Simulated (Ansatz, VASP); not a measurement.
# InSb in VASP and in Ansatz

```
In Sb
1.0
     0.00000    2.96786    3.85822
     2.96786    0.00000    3.85822
     2.96786    2.96786    0.00000
In Sb
1 1
Cartesian
  0.0000 0.0000 0.0000
  4.4518 4.4518 5.7873
```

Alike in both runs: task single point; functional PBE; k mesh 14 × 14 × 14; occupations gaussian, width 0.15 eV; no spin polarisation.

|  | VASP | Ansatz |
| --- | --- | --- |
| version | VASP 6.6.1 | Ansatz 0.2.0 |
| potentials or method | VASP PAW PBE potentials, release 64 (In_d, Sb), cutoff 520 eV | scalar-relativistic, plane waves, PAW |
| valence electrons in the cell | 18 | 28 |

VASP gave:

| Quantity | Value |
| --- | --- |
| gap on the k mesh at the Fermi level (eV) | none |
| pressure (GPa) | 2.5 |
| traceless stress, the component that is largest in VASP (GPa) | -5.72 |

Task: Estimate Ansatz's values.

Result: gap on the k mesh at the Fermi level (eV): none; pressure (GPa): 2.6; traceless stress, the component that is largest in VASP (GPa): -5.72.

A gap of «none» marks a metal or a gap that the smearing closes. VASP's potentials hold 18 valence electrons a cell and Ansatz's 28, so a difference there can come from the potentials and not from the codes.

Spin-orbit coupling is off throughout.
